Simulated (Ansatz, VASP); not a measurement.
Two plane-wave programs on AlN

```
Al N
1.0
     3.23096    0.00000    0.00000
    -1.61548    2.69048    0.00000
     0.00000    0.00000    4.97859
Al N
2 2
Direct
  0.33238 0.66477 0.99520
  0.66762 0.33523 0.49520
  0.32972 0.65944 0.37980
  0.67028 0.34056 0.87980
```

Change from the starting cell: uniaxial_x strain +4.0%.

Alike in both runs: task single point; functional r2SCAN; k mesh 12 × 12 × 6; no spin polarisation.

|  | VASP | Ansatz |
| --- | --- | --- |
| version | VASP 6.6.1 | Ansatz 0.2.0 |
| potentials or method | VASP PAW PBE potentials, release 64 (Al, N) | plane waves, PAW |
| plane-wave cutoff (eV) | 660 | 500 |
| occupations | gaussian, width 0.01 eV | fixed |
| valence electrons in the cell | 16 | 16 |

|  | VASP | Ansatz | Ansatz less VASP |
| --- | --- | --- | --- |
| gap on the k mesh at the Fermi level (eV) | 4.45 | 4.41 | -0.036 |
| pressure (GPa) | -8.3 | -8.0 | +0.37 |
| traceless stress, the component that is largest in VASP (GPa) | -6.96 | -6.90 | +0.062 |

VASP's potentials were made for PBE, not for r2SCAN.
